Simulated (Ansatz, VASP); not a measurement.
## Ta2N: VASP beside Ansatz

INCAR

```
SYSTEM = Ta2N
  PREC = Accurate
  ENCUT = 600
  EDIFF = 1E-7
  ISMEAR = -1
  SIGMA = 0.05
  LREAL = .False.
  LASPH = .True.
  NELM = 80
  ALGO = Normal
  ISIF = 3
  LWAVE = .False.
  LCHARG = .False.
  GGA = CA
  IBRION = 2
  NSW = 60
  EDIFFG = -0.01
```

File KPOINTS:

```
Automatic mesh
0
Gamma
  10 10 6
  0 0 0
```

The input POSCAR:

```
Ta2N
1.0
    3.1128615060      0.0000000000      0.0000000000
   -1.5564307530      2.6958171426      0.0000000000
    0.0000000000      0.0000000000      4.8698410000
Ta N
2 1
Direct
    0.3333333333      0.6666666667      0.2547110000
    0.6666666667      0.3333333333      0.7452890000
    0.0000000000      0.0000000000      0.0000000000
```

The input input.yaml:

```yaml
crystal:
  lattice:
    - [3.112861506, 0.0, 0.0]
    - [-1.556430753, 2.6958171426, 0.0]
    - [0.0, 0.0, 4.869841]
  atoms:
    - { symbol: Ta, position: [0.3333333333, 0.6666666667, 0.254711] }
    - { symbol: Ta, position: [0.6666666667, 0.3333333333, 0.745289] }
    - { symbol: "N", position: [0.0, 0.0, 0.0] }
hamiltonian:
  xc: lda
  pseudopotentials: { kind: paw }
kpoints:
  mp_grid: { grid: [10, 10, 6] }
scf:
  occupations: { method: fermi_dirac, width: 0.05 }
output:
  forces: true
  stress: true
  eigenvalues: true
relax:
  f_tol: 0.01
  max_steps: 40
  cell: { stress_tol: 0.05 }
```

Alike in both runs: task relaxation of cell and atoms; functional LDA; k mesh 10 × 10 × 6; occupations fermi-dirac, width 0.05 eV; no spin polarisation.

|  | VASP | Ansatz |
| --- | --- | --- |
| version | VASP 6.6.1 | Ansatz 0.2.0 |
| potentials or method | VASP PAW LDA potentials, release 64 (Ta_pv, N) | Ansatz PAW |
| plane-wave cutoff (eV) | 600 | 420 |
| valence electrons in the cell | 27 | 31 |

|  | VASP | Ansatz | Ansatz less VASP |
| --- | --- | --- | --- |
| gap on the k mesh at the Fermi level, each at its own relaxed structure (eV) | none | none | - |
| relaxed volume (Å³/atom) | 13.03 | 12.97 | -0.059 |
| relaxed cell length with the largest relative difference (Å) | 4.790 | 4.780 | -0.0102 |

LDA's correlation is that of Perdew and Zunger in VASP and of Perdew and Wang (1992) in Ansatz. A gap of «none» marks a metal or a gap that the smearing closes. VASP's potentials hold 27 valence electrons a cell and Ansatz's 31, so a difference there can come from the potentials and not from the codes.

Spin-orbit coupling is off throughout. Noted on Ansatz's run: the plane-wave basis is chosen anew once the cell has moved, so the energies of steps on either side of that aren't comparable.
